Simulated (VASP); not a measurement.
A run of VASP 6.6.1 is set up as follows.

File INCAR:

```
PREC     = Accurate       # precision mode
ENCUT    = 600            # plane-wave cutoff, eV
EDIFF    = 1E-6           # SCF threshold, eV
ISMEAR   = 0              # smearing method
SIGMA    = 0.2            # smearing width, eV
LREAL    = F              # projectors in reciprocal space
LASPH    = T              # aspherical terms in the spheres
NELM     = 100            # most SCF steps
ALGO     = Normal         # electronic algorithm
ISIF     = 3              # what is computed and relaxed
LWAVE    = F              # write WAVECAR
LCHARG   = F              # write CHGCAR
GGA      = PE             # functional
IBRION   = 2              # ionic algorithm
NSW      = 36             # ionic steps
EDIFFG   = -0.08          # ionic threshold
```

File KPOINTS:

```
Automatic mesh
0
Gamma
  4 4 4
```

File POSCAR:

```
W2C3
1.0
    4.1956179100      0.0000000000      0.0000000000
    0.0000000000      4.1956179100      0.0000000000
    0.0000000000      0.0000000000      4.1956179100
W C
2 3
Direct
    0.0000000000      0.0000000000      0.0000000000
    0.5000000000      0.5000000000      0.5000000000
    0.0000000000      0.5000000000      0.5000000000
    0.5000000000      0.0000000000      0.5000000000
    0.5000000000      0.5000000000      0.0000000000
```

Potentials or basis: VASP PAW PBE potentials, release 64 (W_sv, C).

Launch:

```bash
$ cat potpaw_PBE.64/W_sv/POTCAR potpaw_PBE.64/C/POTCAR > POTCAR
$ mpirun -np 1 vasp_std > vasp.out
```

Q: Predict the relaxed cell.

A: a = 3.972 Å, b = 3.972 Å, c = 3.972 Å, α = 90.00°, β = 90.00°, γ = 90.00°.

Q: Estimate the relaxed volume.

A: 12.53 Å³/atom.

Q: Predict the space group after relaxing (to 0.1 Å).

A: Pm-3m (No. 221).

Q: Estimate the band gap on the k mesh.

A: Zero (bands 20 and 21 overlap by 0.61 eV).

Final structure:
```xyz
5
Lattice="3.9722 0.0000 0.0000 0.0000 3.9722 0.0000 0.0000 0.0000 3.9722" Properties=species:S:1:pos:R:3 pbc="T T T"
W     0.0000    0.0000    0.0000
W     1.9861    1.9861    1.9861
C     0.0000    1.9861    1.9861
C     1.9861    0.0000    1.9861
C     1.9861    1.9861    0.0000
```

Caveat: the k points lie up to 0.40 Å⁻¹ apart in the final cell, too coarse for converged energies and pressures of a metal; the volume moved by over 15 % at a fixed basis, so the end points are rough; spin-orbit coupling is left out, which moves the levels of the heavy elements.
